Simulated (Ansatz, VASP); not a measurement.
## One calculation of InPd, two programs

```
CELL_PARAMETERS angstrom
3.45402 0.00000 0.00000
0.00000 3.45402 0.00000
0.00000 0.00000 2.93592
ATOMIC_POSITIONS crystal
In 0.00000 0.00000 0.00000
Pd 0.50000 0.50000 0.50000
```

Alike in both runs: task single point; functional LDA; k mesh 16 × 16 × 16; occupations gaussian, width 0.15 eV; no spin polarisation.

```csv
,VASP,Ansatz
version,VASP 6.6.1,Ansatz 0.2.0
potentials or method,"VASP PAW LDA potentials, release 64 (In_d, Pd), cutoff 520 eV","scalar-relativistic, plane waves, PAW"
valence electrons in the cell,23,31
```

|  | VASP | Ansatz | Ansatz less VASP |
| --- | --- | --- | --- |
| gap on the k mesh at the Fermi level (eV) | none | none | - |
| pressure (GPa) | -5.6 | -6.0 | -0.39 |
| traceless stress, the component that is largest in VASP (GPa) | 5.16 | 5.09 | -0.068 |

LDA's correlation is that of Perdew and Zunger in VASP and of Perdew and Wang (1992) in Ansatz. A gap of «none» marks a metal or a gap that the smearing closes. VASP's potentials hold 23 valence electrons a cell and Ansatz's 31, so a difference there can come from the potentials and not from the codes.
